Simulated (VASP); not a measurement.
# SrZr2As2 (I4/mmm) in VASP: further runs

SrZr2As2 is run at these levels: PBE, r2SCAN; tasks: single point.

All numbers are computed with VASP 6.6.1; they aren't measurements. Logs are shortened: lines on timing, memory, paths and dates and some standing lists are left out, and cuts for length are marked.

### 1 The cell of the first run

Symmetry: I4/mmm, No. 139, tetragonal system. The conventional cell has a = 4.022 Å, b = 4.022 Å, c = 12.306 Å, α = 90.00°, β = 90.00°, γ = 90.00°. Within 3.1 Å of As (site symmetry 4mm) lie 4 Zr at 2.37 Å. Sr (site symmetry 4/mmm) has 10 As at 3.37 to 4.34 Å and 8 Zr at 3.68 Å and 4 Sr at 4.02 Å within 4.4 Å. Within 3.1 Å of Zr (site symmetry -4m2) lie 4 As at 2.37 Å and 4 Zr at 2.84 Å.

### 2 Single point, PBE

INCAR

```
PREC = Accurate
ENCUT = 520
EDIFF = 1E-6
ISMEAR = 1
SIGMA = 0.0754
LREAL = False
LASPH = True
NELM = 80
ALGO = Normal
ISIF = 2
LWAVE = False
LCHARG = False
GGA = PE
NBANDS = 30
```

KPOINTS

```
regular mesh
0
Gamma
  5 5 5
```

POSCAR

```
SrZr2As2
1.0
    0.0000000000      4.0215590000      0.0000000000
    4.0215590000      0.0000000000      0.0000000000
    2.0107790000      2.0107790000     -6.1531760000
As Sr Zr
2 1 2
Direct
    0.3525000000      0.3525000000      0.2950000000
    0.6475000000      0.6475000000      0.7050000000
    0.0000000000      0.0000000000      0.0000000000
    0.7500000000      0.2500000000      0.5000000000
    0.2500000000      0.7500000000      0.5000000000
```

Potentials or basis: VASP PAW PBE potentials, release 64 (As, Sr_sv, Zr_sv).

Command:

```sh
cat potpaw_PBE.64/As/POTCAR potpaw_PBE.64/Sr_sv/POTCAR potpaw_PBE.64/Zr_sv/POTCAR > POTCAR
mpirun -np 1 vasp_std > vasp.out
```

OUTCAR:

```text
PREC = Accurate
   ENCUT = 520
   EDIFF = 1E-6
   ISMEAR = 1
   LREAL = False
   LASPH = True
   NELM = 80
   ISIF = 2
   GGA = PE

 ion  position               nearest neighbor table
   1  0.352  0.352  0.295-   4 2.37   5 2.37   5 2.37   4 2.37   3 3.37   3 3.37   3 3.37   3 3.37

   2  0.648  0.648  0.705-   4 2.37   5 2.37   5 2.37   4 2.37   3 3.37   3 3.37   3 3.37   3 3.37

   3  0.000  0.000  0.000-   1 3.37   2 3.37   2 3.37   2 3.37   1 3.37   1 3.37   2 3.37   1 3.37
                             5 3.68   4 3.68   5 3.68   4 3.68   4 3.68   5 3.68   5 3.68   4 3.68
   4  0.750  0.250  0.500-   1 2.37   2 2.37   1 2.37   2 2.37   5 2.84   5 2.84   5 2.84   5 2.84
                             3 3.68   3 3.68   3 3.68   3 3.68
   5  0.250  0.750  0.500-   1 2.37   2 2.37   1 2.37   2 2.37   4 2.84   4 2.84   4 2.84   4 2.84
                             3 3.68   3 3.68   3 3.68   3 3.68

  LATTYP: Found a body centered tetragonal cell.
 ALAT       =     4.0215590000
 C/A-ratio  =     3.0600948538

  Lattice vectors:

 A1 = (  -2.0107790000,   2.0107800000,   6.1531760000)
 A2 = (   2.0107800000,  -2.0107790000,   6.1531760000)
 A3 = (   2.0107790000,   2.0107790000,  -6.1531760000)

Analysis of symmetry for initial positions (statically):
=====================================================================
 Subroutine PRICEL returns:
 Original cell was already a primitive cell.

 Routine SETGRP: Setting up the symmetry group for a
 body centered tetragonal supercell.

 Subroutine GETGRP returns: Found 16 space group operations
 (whereof 16 operations were pure point group operations)
 out of a pool of 16 trial point group operations.

The static configuration has the point symmetry D_4h.

Analysis of symmetry for dynamics (positions and initial velocities):
=====================================================================
 Subroutine PRICEL returns:
 Original cell was already a primitive cell.

 Routine SETGRP: Setting up the symmetry group for a
 body centered tetragonal supercell.

 Subroutine GETGRP returns: Found 16 space group operations
 (whereof 16 operations were pure point group operations)
 out of a pool of 16 trial point group operations.

The dynamic configuration has the point symmetry D_4h.

 Subroutine INISYM returns: Found 16 space group operations
 (whereof 16 operations are pure point group operations),
 and found     1 'primitive' translations

----------------------------------------------------------------------------------------

                                     Primitive cell

  volume of cell :      99.5149

  direct lattice vectors                    reciprocal lattice vectors
     0.000000000  4.021559000  0.000000000     0.000000000  0.248659786  0.081258829
     4.021559000  0.000000000  0.000000000     0.248659786  0.000000000  0.081258829
     2.010779000  2.010779000 -6.153176000     0.000000000  0.000000000 -0.162517698

  length of vectors
     4.021559000  4.021559000  6.778498304     0.261600242  0.261600242  0.162517698

  position of ions in fractional coordinates (direct lattice)
     0.352500000  0.352500000  0.295000000
     0.647500000  0.647500000  0.705000000
     0.000000000  0.000000000  0.000000000
     0.750000000  0.250000000  0.500000000
     0.250000000  0.750000000  0.500000000

  ion indices of the primitive-cell ions
   primitive index   ion index
                 1           1
                 2           2
                 3           3
                 4           4
                 5           5

----------------------------------------------------------------------------------------

 KPOINTS: regular mesh

Automatic generation of k-mesh.
 Grid dimensions read from file:
 generate k-points for:    5    5    5

 Generating k-lattice:

  Cartesian coordinates                     Fractional coordinates (reciprocal lattice)
     0.000000000  0.049731957  0.016251766     0.200000000  0.000000000 -0.000000000
     0.049731957  0.000000000  0.016251766     0.000000000  0.200000000 -0.000000000
     0.000000000  0.000000000 -0.032503540     0.000000000  0.000000000  0.200000000

  Length of vectors
     0.052320048  0.052320048  0.032503540

  Shift w.r.t. Gamma in fractional coordinates (k-lattice)
     0.000000000  0.000000000  0.000000000

 Subroutine IBZKPT returns following result:
 ===========================================

 Found     18 irreducible k-points:

 Following reciprocal coordinates:
            Coordinates               Weight
  0.000000  0.000000  0.000000      1.000000
  0.200000  0.000000 -0.000000      8.000000
  0.400000  0.000000 -0.000000      8.000000
  0.200000  0.200000 -0.000000      8.000000
  0.400000  0.200000 -0.000000     16.000000
 -0.400000  0.200000  0.000000     16.000000
[... 10 lines left out ...]
  0.000000  0.000000  0.400000      2.000000
 -0.200000  0.000000  0.400000      4.000000
   k-points           NKPTS =     18   k-points in BZ     NKDIM =     18   number of bands    NBANDS=     30
   number of dos      NEDOS =    301   number of ions     NIONS =      5
   total plane-waves  NPLWV =  45000
   dimension x,y,z NGX =    30 NGY =   30 NGZ =   50
   dimension x,y,z NGXF=    60 NGYF=   60 NGZF=  100
   ions per type =               2   1   2
   NGX,Y,Z   is equivalent  to a cutoff of  12.40, 12.40, 12.26 a.u.
   NGXF,Y,Z  is equivalent  to a cutoff of  24.80, 24.80, 24.53 a.u.
 SYSTEM =  unknown system
   PREC   = accura    normal or accurate (medium, high low for compatibility)
   ISTART =      0    job   : 0-new  1-cont  2-samecut
   ICHARG =      2    charge: 1-file 2-atom 10-const
   ISPIN  =      1    spin polarized calculation?
   LNONCOLLINEAR =      F non collinear calculations
   LSORBIT =      F    spin-orbit coupling
   LASPH  =      T    aspherical Exc in radial PAW
   ENCUT  =  520.0 eV  38.22 Ry    6.18 a.u.   7.48  7.48 12.60*2*pi/ulx,y,z
   NELM   =     80;   NELMIN=  2; NELMDL= -5     # of ELM steps
   EDIFF  = 0.1E-05   stopping-criterion for ELM
   LREAL  =      F    real-space projection
   EDIFFG = 0.1E-04   stopping-criterion for IOM
   NSW    =      0    number of steps for IOM
   IBRION =     -1    ionic relax: 0-MD 1-quasi-New 2-CG
   NFREE  =      0    steps in history (QN), initial steepest desc. (CG)
   ISIF   =      2    stress and relaxation
   ISYM   =      2    0-nonsym 1-usesym 2-fastsym
   POTIM  = 0.5000    time-step for ionic-motion
   TEBEG  =    0.0;   TEEND  =   0.0 temperature during run
   PSTRESS=    0.0 pullay stress
   NELECT =      44.0000    total number of electrons
   NUPDOWN=      -1.0000    fix difference up-down
   EMIN   =  10.00;   EMAX   =-10.00  energy-range for DOS
   EFERMI =   0.00;   METHOD = LEGACY
   ISMEAR =     1;   SIGMA  =   0.08  broadening in eV -4-tet -1-fermi 0-gaus
   EFERMI_NEDOS =   21; number of points for ismear=-14 and -15
   IALGO  =     38    algorithm
   IMIX   =      4    mixing-type and parameters
     AMIX     =   0.40;   BMIX     =  1.00
     AMIX_MAG =   1.60;   BMIX_MAG =  1.00
  volume/ion in A,a.u.               =      19.90       134.31
  Fermi-wavevector in a.u.,A,eV,Ry     =   1.247181  2.356831 21.163340  1.555462
  Thomas-Fermi vector in A             =   2.381325
   LORBIT       =      0    0 simple, 1 ext, 2 COOP (PROOUT), +10 PAW based schemes
   GGA     = PE    functional components
   LHFCALC =     F    Hartree Fock is set to
   AEXX    =    0.0000 exact exchange contribution
   IVDW    =     0    specifies the selected vdW correction
   LEPSILON=     F    determine dielectric tensor
   LRPA    =     F    only Hartree local field effects (RPA)
 non-spin polarized calculation
 Methfessel and Paxton  Order N= 1 SIGMA  =   0.08
  energy-cutoff  :      520.00
  volume of cell :       99.51
 maximum number of plane-waves:      2751
 NGX is ok and might be reduce to    30
   NGX = 15   NGY = 15   NGZ = 25

 number of electron      44.0000001 magnetization

 Free energy of the ion-electron system (eV)
  ---------------------------------------------------
  ext. energy  EPLUGINS =         0.00000000
  ---------------------------------------------------
  free energy    TOTEN  =       -27.23808190 eV

  energy without entropy =      -27.23856102  energy(sigma->0) =      -27.23824161

 E-fermi :   8.1753     XC(G=0): -10.8447

 val. band max:        8.1115381117   @ k =   0.2000   0.2000  -0.0000
 cond. band min:       8.1791263210   @ k =  -0.2000   0.0000   0.2000
 fundamental gap:      0.0675882093
 Fermi energy:         8.1752783381

 k-point     1 :       0.0000    0.0000    0.0000
  band No.  band energies     occupation
      1     -40.0354      2.00000
      2     -39.6154      2.00000
      3     -27.5469      2.00000
      4     -18.8863      2.00000
      5     -18.8863      2.00000
      6     -18.5680      2.00000
[... 22 lines left out ...]
     29      13.0274      0.00000
     30      13.4260      0.00000

 k-point     2 :       0.2000    0.0000   -0.0000
  band No.  band energies     occupation
      1     -39.9948      2.00000
      2     -39.6549      2.00000
      3     -27.5429      2.00000
      4     -18.8226      2.00000
      5     -18.7666      2.00000
      6     -18.4961      2.00000
[... 22 lines left out ...]
     29      11.8032      0.00000
     30      12.2628      0.00000

 k-point     3 :       0.4000    0.0000   -0.0000
  band No.  band energies     occupation
      1     -39.8889      2.00000
      2     -39.7590      2.00000
      3     -27.5363      2.00000
      4     -18.5936      2.00000
      5     -18.4425      2.00000
      6     -18.3253      2.00000
[... 22 lines left out ...]
     29      12.0037      0.00000
     30      12.4517      0.00000

 k-point     4 :       0.2000    0.2000   -0.0000
  band No.  band energies     occupation
      1     -39.9611      2.00000
      2     -39.6860      2.00000
      3     -27.5389      2.00000
      4     -19.0439      2.00000
      5     -18.4474      2.00000
      6     -18.3785      2.00000
[... 418 lines left out ...]
     29      11.5393      0.00000
     30      12.5081      0.00000

 k-point    17 :       0.0000    0.0000    0.4000
  band No.  band energies     occupation
      1     -40.0354      2.00000
      2     -39.6154      2.00000
      3     -27.5474      2.00000
      4     -18.8865      2.00000
      5     -18.8865      2.00000
      6     -18.5640      2.00000
[... 22 lines left out ...]
     29      12.8252      0.00000
     30      13.1579      0.00000

 k-point    18 :      -0.2000    0.0000    0.4000
  band No.  band energies     occupation
      1     -39.9948      2.00000
      2     -39.6549      2.00000
      3     -27.5433      2.00000
      4     -18.8229      2.00000
      5     -18.7668      2.00000
      6     -18.4928      2.00000
[... 22 lines left out ...]
     29      12.1194      0.00000
     30      12.3473      0.00000

------------------------ aborting loop because EDIFF is reached ----------------------------------------

  FORCE on cell =-STRESS in cart. coord.  units (eV):
  Direction    XX          YY          ZZ          XY          YZ          ZX
  --------------------------------------------------------------------------------------
  -------------------------------------------------------------------------------------
  Total       33.7024208     33.7024208     23.7251925      0.0000000      0.0000019      0.0000019
  in kB      542.6045771    542.6045771    381.9725027      0.0000000      0.0000310      0.0000310
  external PRESSURE =     489.0605523 kB  Pullay stress =       0.0000000 kB

 VOLUME and BASIS-vectors are now :
 -----------------------------------------------------------------------------
  energy-cutoff  :      520.00
  volume of cell :       99.51
      direct lattice vectors                 reciprocal lattice vectors
     0.000000000  4.021559000  0.000000000     0.000000000  0.248659786  0.081258829
     4.021559000  0.000000000  0.000000000     0.248659786  0.000000000  0.081258829
     2.010779000  2.010779000 -6.153176000     0.000000000  0.000000000 -0.162517698

 POSITION                                       TOTAL-FORCE (eV/Angst)
 -----------------------------------------------------------------------------------
      2.01078      2.01078     -1.81519         0.000001      0.000001      8.197105
      4.02156      4.02156     -4.33799        -0.000001     -0.000001     -8.197105
      0.00000      0.00000      0.00000         0.000000      0.000000     -0.000000
      2.01078      4.02156     -3.07659        -0.000000      0.000000     -0.000000
      4.02156      2.01078     -3.07659         0.000000     -0.000000     -0.000000
 -----------------------------------------------------------------------------------
    total drift:                                0.000000     -0.000000     -0.000000

  FREE ENERGIE OF THE ION-ELECTRON SYSTEM (eV)
  ---------------------------------------------------
  free  energy   TOTEN  =       -27.2380819033 eV

  energy  without entropy=      -27.2385610196  energy(sigma->0) =      -27.23824161
```

Run time: 62 s. Hardware: 1 thread of Intel Xeon Platinum 8488C (Sapphire Rapids), shared host; peak memory 0.23 GiB.

Results:

```
Free energy            : -27.2381 eV
Pressure               : 48.9 GPa
Largest force          : 8.197 eV/Å
Band gap on the k mesh : zero (bands 22 and 23 overlap by 1.36 eV)
```

Forces on the atoms (eV/Å):
```
As   0.000  0.000  8.197
As   0.000  0.000 -8.197
Sr   0.000  0.000  0.000
Zr   0.000  0.000  0.000
Zr   0.000  0.000  0.000
```

Caveat: the cell stands under pressure; forces of over 1 eV/Å act on the atoms, so gaps and moduli don't describe the material at rest.

(Continued in part 2 of 2.)
